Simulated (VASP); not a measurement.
Write the native input for VASP 6.6.1 that does the following.

| Item | Value |
| --- | --- |
| Task | single point |
| Functional | PBEsol |
| Potentials or basis | VASP PAW PBE potentials, release 64 (K_sv, Br) |
| Cutoff | 520 eV |
| k mesh | 6 × 6 × 6 |
| Occupations | fermi-dirac, width 0.02 eV |
| Spin | no spin polarisation |
| Dipole correction | no |
| Further INCAR settings | ALGO = Normal; EDIFF = 1e-07; NBANDS = 15 |

The structure of KBr lies in POSCAR:

```
KBr
1.0
    3.9346059952      0.0000000000      0.0000000000
    0.0000000000      3.9346059952      0.0000000000
    0.0000000000      0.0000000000      3.9346059952
K Br
1 1
Direct
    0.0000000000      0.0000000000      0.0000000000
    0.5000000000      0.5000000000      0.5000000000
```

One way to write it, as run:

INCAR

```
  ALGO = Normal
  EDIFF = 1E-7
  ENCUT = 520
  GGA = PS
  ISIF = 2
  ISMEAR = -1
  LASPH = True
  LCHARG = False
  LREAL = False
  LWAVE = False
  NBANDS = 15
  NELM = 60
  PREC = Accurate
  SIGMA = 0.02
```

KPOINTS

```
k-points
0
Gamma
  6 6 6
```

Potentials or basis: VASP PAW PBE potentials, release 64 (K_sv, Br).

Command:

```console
$ cat potpaw_PBE.64/K_sv/POTCAR potpaw_PBE.64/Br/POTCAR > POTCAR
$ mpirun -np 1 vasp_std > vasp.out
```

It gave:

The pressure is 0.0 GPa and the band gap on the k mesh is 3.95 eV, indirect (least direct gap 4.25 eV).

Caveat: the PAW data sets were made with another functional, which shifts forces and pressure a little.

It took 17 s on 1 thread of Intel(R) Xeon(R) Platinum 8488C (Sapphire Rapids), with other jobs on the host, peak memory 0.17 GiB.
